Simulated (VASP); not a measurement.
# HgTe (F-43m) in VASP: settings compared

HgTe is run at these levels: PBEsol-based screened hybrid with 25 % exact exchange, B3LYP; tasks: single point.

All numbers are computed with VASP 6.6.1; they aren't measurements. Logs are shortened: lines on timing, memory, paths and dates and some standing lists are left out, and cuts for length are marked.

**1. The cell of the first run**

The structure is cubic, space group F-43m (No. 216). Conventional cell: a = 6.429 Å, b = 6.429 Å, c = 6.429 Å, α = 90.00°, β = 90.00°, γ = 90.00°. Hg (site symmetry -43m) has 4 Te at 2.78 Å within 3.7 Å. Within 3.7 Å of Te (site symmetry -43m) lie 4 Hg at 2.78 Å.

**2. Single point, PBEsol-based screened hybrid with 25 % exact exchange**

The input, POSCAR:

```
HgTe
1.0
    0.0000000000      3.2145000000      3.2145000000
    3.2145000000      0.0000000000      3.2145000000
    3.2145000000      3.2145000000      0.0000000000
Hg Te
1 1
Direct
    0.0000000000      0.0000000000      0.0000000000
    0.7500000000      0.7500000000      0.7500000000
```

The input, INCAR.step1:

```
SYSTEM = HgTe
ALGO = Normal ; EDIFF = 1E-5
ENCUT = 520 ; GGA = PE
ISIF = 2 ; ISMEAR = -1
LASPH = .True. ; LCHARG = .False.
LREAL = .False. ; LWAVE = .True.
NBANDS = 16 ; NELM = 100
PREC = Accurate ; SIGMA = 0.05
```

The input, INCAR.step2:

```
SYSTEM = HgTe
AEXX = 0.25 ; ALGO = Normal
EDIFF = 1E-6 ; ENCUT = 520
GGA = PS ; HFSCREEN = 0.207
ISIF = 2 ; ISMEAR = -1
ISTART = 1 ; LASPH = .True.
LCHARG = .False. ; LHFCALC = .True.
LREAL = .False. ; LWAVE = .False.
NBANDS = 16 ; NELM = 100
PREC = Accurate ; PRECFOCK = Normal
SIGMA = 0.05
```

The input, KPOINTS:

```
k-points
0
Gamma
  4 4 4
  0 0 0
```

Potentials or basis: VASP PAW PBE potentials, release 64 (Hg, Te).

Launch:

```bash
> cat potpaw_PBE.64/Hg/POTCAR potpaw_PBE.64/Te/POTCAR > POTCAR
> cp INCAR.step1 INCAR
> mpirun -np 1 vasp_std > vasp.out
> cp INCAR.step2 INCAR
> mpirun -np 1 vasp_std > vasp.out
```

OUTCAR:

```text
SYSTEM = HgTe
   AEXX = 0.25
   EDIFF = 1E-6
   ENCUT = 520
   GGA = PS
   HFSCREEN = 0.207
   ISIF = 2
   ISMEAR = -1
   ISTART = 1
   LASPH = .True.
   LHFCALC = .True.
   LREAL = .False.
   NELM = 100
   PREC = Accurate
   PRECFOCK = Normal

 ion  position               nearest neighbor table
   1  0.000  0.000  0.000-   2 2.78   2 2.78   2 2.78   2 2.78
   2  0.750  0.750  0.750-   1 2.78   1 2.78   1 2.78   1 2.78

  LATTYP: Found a face centered cubic cell.
 ALAT       =     6.4290000000

  Lattice vectors:

 A1 = (   0.0000000000,   3.2145000000,   3.2145000000)
 A2 = (   3.2145000000,   0.0000000000,   3.2145000000)
 A3 = (   3.2145000000,   3.2145000000,   0.0000000000)

Analysis of symmetry for initial positions (statically):
=====================================================================
 Subroutine PRICEL returns:
 Original cell was already a primitive cell.

 Routine SETGRP: Setting up the symmetry group for a
 face centered cubic supercell.

 Subroutine GETGRP returns: Found 24 space group operations
 (whereof 24 operations were pure point group operations)
 out of a pool of 48 trial point group operations.

The static configuration has the point symmetry T_d .

Analysis of symmetry for dynamics (positions and initial velocities):
=====================================================================
 Subroutine PRICEL returns:
 Original cell was already a primitive cell.

 Routine SETGRP: Setting up the symmetry group for a
 face centered cubic supercell.

 Subroutine GETGRP returns: Found 24 space group operations
 (whereof 24 operations were pure point group operations)
 out of a pool of 48 trial point group operations.

The dynamic configuration has the point symmetry T_d .

 Subroutine INISYM returns: Found 24 space group operations
 (whereof 24 operations are pure point group operations),
 and found     1 'primitive' translations

----------------------------------------------------------------------------------------

                                     Primitive cell

  volume of cell :      66.4309

  direct lattice vectors                    reciprocal lattice vectors
     0.000000000  3.214500000  3.214500000    -0.155545186  0.155545186  0.155545186
     3.214500000  0.000000000  3.214500000     0.155545186 -0.155545186  0.155545186
     3.214500000  3.214500000  0.000000000     0.155545186  0.155545186 -0.155545186

  length of vectors
     4.545989496  4.545989496  4.545989496     0.269412165  0.269412165  0.269412165

  position of ions in fractional coordinates (direct lattice)
     0.000000000  0.000000000  0.000000000
     0.750000000  0.750000000  0.750000000

  ion indices of the primitive-cell ions
   primitive index   ion index
                 1           1
                 2           2

----------------------------------------------------------------------------------------

 KPOINTS: k-points

Automatic generation of k-mesh.
 Grid dimensions read from file:
 generate k-points for:    4    4    4

 Generating k-lattice:

  Cartesian coordinates                     Fractional coordinates (reciprocal lattice)
    -0.038886296  0.038886296  0.038886296     0.250000000  0.000000000  0.000000000
     0.038886296 -0.038886296  0.038886296     0.000000000  0.250000000  0.000000000
     0.038886296  0.038886296 -0.038886296     0.000000000  0.000000000  0.250000000

  Length of vectors
     0.067353041  0.067353041  0.067353041

  Shift w.r.t. Gamma in fractional coordinates (k-lattice)
     0.000000000  0.000000000  0.000000000

 Subroutine IBZKPT returns following result:
 ===========================================

 Found      8 irreducible k-points:

 Following reciprocal coordinates:
            Coordinates               Weight
  0.000000  0.000000  0.000000      1.000000
  0.250000  0.000000  0.000000      8.000000
  0.500000  0.000000  0.000000      4.000000
  0.250000  0.250000  0.000000      6.000000
  0.500000  0.250000  0.000000     24.000000
 -0.250000  0.250000  0.000000     12.000000
  0.500000  0.500000  0.000000      3.000000
 -0.250000  0.500000  0.250000      6.000000
   k-points           NKPTS =      8   k-points in BZ     NKDIM =     64   number of bands    NBANDS=     16
   number of dos      NEDOS =    301   number of ions     NIONS =      2
   total plane-waves  NPLWV =  46656
   dimension x,y,z NGX =    36 NGY =   36 NGZ =   36
   dimension x,y,z NGXF=    72 NGYF=   72 NGZF=   72
   ions per type =               1   1
   NGX,Y,Z   is equivalent  to a cutoff of  13.17, 13.17, 13.17 a.u.
   NGXF,Y,Z  is equivalent  to a cutoff of  26.33, 26.33, 26.33 a.u.
 SYSTEM =  HgTe
   PREC   = accura    normal or accurate (medium, high low for compatibility)
   ISTART =      1    job   : 0-new  1-cont  2-samecut
   ICHARG =      0    charge: 1-file 2-atom 10-const
   ISPIN  =      1    spin polarized calculation?
   LNONCOLLINEAR =      F non collinear calculations
   LSORBIT =      F    spin-orbit coupling
   LASPH  =      T    aspherical Exc in radial PAW
   ENCUT  =  520.0 eV  38.22 Ry    6.18 a.u.   8.45  8.45  8.45*2*pi/ulx,y,z
   NELM   =    100;   NELMIN=  2; NELMDL=  0     # of ELM steps
   EDIFF  = 0.1E-05   stopping-criterion for ELM
   LREAL  =      F    real-space projection
   EDIFFG = 0.1E-04   stopping-criterion for IOM
   NSW    =      0    number of steps for IOM
   IBRION =     -1    ionic relax: 0-MD 1-quasi-New 2-CG
   NFREE  =      0    steps in history (QN), initial steepest desc. (CG)
   ISIF   =      2    stress and relaxation
   ISYM   =      3    0-nonsym 1-usesym 2-fastsym
   POTIM  = 0.5000    time-step for ionic-motion
   TEBEG  =    0.0;   TEEND  =   0.0 temperature during run
   PSTRESS=    0.0 pullay stress
   NELECT =      18.0000    total number of electrons
   NUPDOWN=      -1.0000    fix difference up-down
   EMIN   =  10.00;   EMAX   =-10.00  energy-range for DOS
   EFERMI =   0.00;   METHOD = LEGACY
   ISMEAR =    -1;   SIGMA  =   0.05  broadening in eV -4-tet -1-fermi 0-gaus
   EFERMI_NEDOS =   21; number of points for ismear=-14 and -15
   IALGO  =     38    algorithm
   IMIX   =      1    mixing-type and parameters
     AMIX     =   0.40;   BMIX     =  1.00
     AMIX_MAG =   1.60;   BMIX_MAG =  1.00
  volume/ion in A,a.u.               =      33.22       224.15
  Fermi-wavevector in a.u.,A,eV,Ry     =   1.059357  2.001894 15.268958  1.122237
  Thomas-Fermi vector in A             =   2.194699
   LORBIT       =      0    0 simple, 1 ext, 2 COOP (PROOUT), +10 PAW based schemes
   GGA     = PS    functional components
   LHFCALC =     T    Hartree Fock is set to
   PRECFOCK=normal    Normal, Fast or Accurate (Low or Medium for compatibility)
   ENCUT4O =  -1.0   cutoff for four orbital integrals eV
   NKREDX  =     1    reduce k-point grid by
   NKREDY  =     1    reduce k-point grid by
   NKREDZ  =     1    reduce k-point grid by
   AEXX    =    0.2500 exact exchange contribution
   HFSCREEN=    0.2070 screening length (either q_TF or 0.3 A-1)
   HFSCREENC=   0.2070 screening length for correlation (either q_TF or 0.3 A-1)
   ENCUTFOCK=  -1.0 apply spherical cutoff to Coloumb kernel
   IVDW    =     0    specifies the selected vdW correction
   LEPSILON=     F    determine dielectric tensor
   LRPA    =     F    only Hartree local field effects (RPA)
 non-spin polarized calculation
  energy-cutoff  :      520.00
  volume of cell :       66.43
 maximum number of plane-waves:      1812
 NGX is ok and might be reduce to    36
  NGX = 28; NGY = 28; NGZ = 28

 number of electron      18.0000000 magnetization

 Free energy of the ion-electron system (eV)
  ---------------------------------------------------
  ext. energy  EPLUGINS =         0.00000000
  ---------------------------------------------------
  free energy    TOTEN  =        -5.17700879 eV

  energy without entropy =       -5.17390858  energy(sigma->0) =       -5.17545869

 E-fermi :   2.7708     XC(G=0):  -7.4909

 val. band max:        2.7348273230   @ k =   0.0000   0.0000   0.0000
 cond. band min:       4.0254899935   @ k =   0.5000   0.0000   0.0000
 fundamental gap:      1.2906626705
 Fermi energy:         2.7707675044

 k-point     1 :       0.0000    0.0000    0.0000
  band No.  band energies     occupation
      1     -10.4615      2.00000
      2      -5.8251      2.00000
      3      -5.8251      2.00000
      4      -5.8251      2.00000
      5      -5.2654      2.00000
      6      -5.2654      2.00000
[... 8 lines left out ...]
     15      13.2427      0.00000
     16      13.2427      0.00000

 k-point     2 :       0.2500    0.0000    0.0000
  band No.  band energies     occupation
      1     -10.1496      2.00000
      2      -5.7510      2.00000
      3      -5.7510      2.00000
      4      -5.6254      2.00000
      5      -5.2671      2.00000
      6      -5.2671      2.00000
[... 8 lines left out ...]
     15      12.0600      0.00000
     16      12.0601      0.00000

 k-point     3 :       0.5000    0.0000    0.0000
  band No.  band energies     occupation
      1      -9.8101      2.00000
      2      -5.6932      2.00000
      3      -5.6932      2.00000
      4      -5.2452      2.00000
      5      -5.2451      2.00000
      6      -4.8875      2.00000
[... 8 lines left out ...]
     15      13.7887      0.00000
     16      13.7887      0.00000

 k-point     4 :       0.2500    0.2500    0.0000
  band No.  band energies     occupation
      1     -10.0434      2.00000
      2      -5.7107      2.00000
      3      -5.6622      2.00000
      4      -5.6622      2.00000
      5      -5.2877      2.00000
      6      -5.2338      2.00000
[... 8 lines left out ...]
     15      13.5669      0.00000
     16      13.7949      0.00000

 k-point     5 :       0.5000    0.2500    0.0000
  band No.  band energies     occupation
      1      -9.7019      2.00000
      2      -5.6424      2.00000
      3      -5.5785      2.00000
      4      -5.3861      2.00000
      5      -5.2322      2.00000
      6      -4.8854      2.00000
[... 8 lines left out ...]
     15      14.0629      0.00000
     16      14.2795      0.00000

 k-point     6 :      -0.2500    0.2500    0.0000
  band No.  band energies     occupation
      1      -9.8168      2.00000
      2      -5.6581      2.00000
      3      -5.6573      2.00000
      4      -5.3287      2.00000
      5      -5.2852      2.00000
      6      -5.1177      2.00000
[... 8 lines left out ...]
     15      13.0854      0.00000
     16      14.2311      0.00000

 k-point     7 :       0.5000    0.5000    0.0000
  band No.  band energies     occupation
      1      -9.5852      2.00000
      2      -5.5976      2.00000
      3      -5.4653      2.00000
      4      -5.4653      2.00000
      5      -5.2018      2.00000
      6      -4.7164      2.00000
[... 8 lines left out ...]
     15      14.0502      0.00000
     16      15.1976      0.00000

 k-point     8 :      -0.2500    0.5000    0.2500
  band No.  band energies     occupation
      1      -9.5876      2.00000
      2      -5.5793      2.00000
      3      -5.5444      2.00000
      4      -5.3235      2.00000
      5      -5.2952      2.00000
      6      -4.5380      2.00000
[... 8 lines left out ...]
     15      14.8961      0.00000
     16      14.9301      0.00000

------------------------ aborting loop because EDIFF is reached ----------------------------------------

  FORCE on cell =-STRESS in cart. coord.  units (eV):
  Direction    XX          YY          ZZ          XY          YZ          ZX
  --------------------------------------------------------------------------------------
  -------------------------------------------------------------------------------------
  Total        0.6380836      0.6380836      0.6380836      0.0000000      0.0000000      0.0000000
  in kB       15.3892646     15.3892646     15.3892646      0.0000000      0.0000000      0.0000000
  external PRESSURE =      15.3892646 kB  Pullay stress =       0.0000000 kB

 VOLUME and BASIS-vectors are now :
 -----------------------------------------------------------------------------
  energy-cutoff  :      520.00
  volume of cell :       66.43
      direct lattice vectors                 reciprocal lattice vectors
     0.000000000  3.214500000  3.214500000    -0.155545186  0.155545186  0.155545186
     3.214500000  0.000000000  3.214500000     0.155545186 -0.155545186  0.155545186
     3.214500000  3.214500000  0.000000000     0.155545186  0.155545186 -0.155545186

 POSITION                                       TOTAL-FORCE (eV/Angst)
 -----------------------------------------------------------------------------------
      0.00000      0.00000      0.00000        -0.000000      0.000000     -0.000000
      4.82175      4.82175      4.82175         0.000000     -0.000000      0.000000
 -----------------------------------------------------------------------------------
    total drift:                                0.000029      0.000027      0.000031

  FREE ENERGIE OF THE ION-ELECTRON SYSTEM (eV)
  ---------------------------------------------------
  free  energy   TOTEN  =        -5.1770087917 eV

  energy  without entropy=       -5.1739085807  energy(sigma->0) =       -5.17545869
```

Run time: 20 min. Hardware: 1 thread of Oxide Virtual Turin-like, shared host; peak memory 0.29 GiB.

What came out:

| Quantity | Value |
| --- | --- |
| Free energy | -5.1770 eV |
| Pressure | 1.5 GPa |
| Band gap on the k mesh | zero (filled and empty bands touch) |

Levels at points of the mesh, in eV from the Fermi level:
| k point | band 7 | band 8 | band 9 | band 10 | band 11 | band 12 |
| --- | --- | --- | --- | --- | --- | --- |
| (0.00, 0.00, 0.00) | -0.20 | -0.04 | -0.04 | -0.04 | 4.87 | 4.87 |
| (0.50, 0.00, 0.00) | -6.11 | -1.16 | -1.16 | 1.25 | 5.71 | 5.71 |
| (0.50, 0.50, 0.00) | -6.04 | -2.60 | -2.60 | 2.48 | 2.88 | 9.19 |

Caveat: the k points lie up to 0.42 Å⁻¹ apart; the PAW data sets were made with another functional, which shifts forces and pressure a little; spin-orbit coupling is left out, which moves the levels of the heavy elements.

(Part 1 of 2 ends here.)

The gap in the log of VASP goes by the Fermi energy; the results here count the filled bands.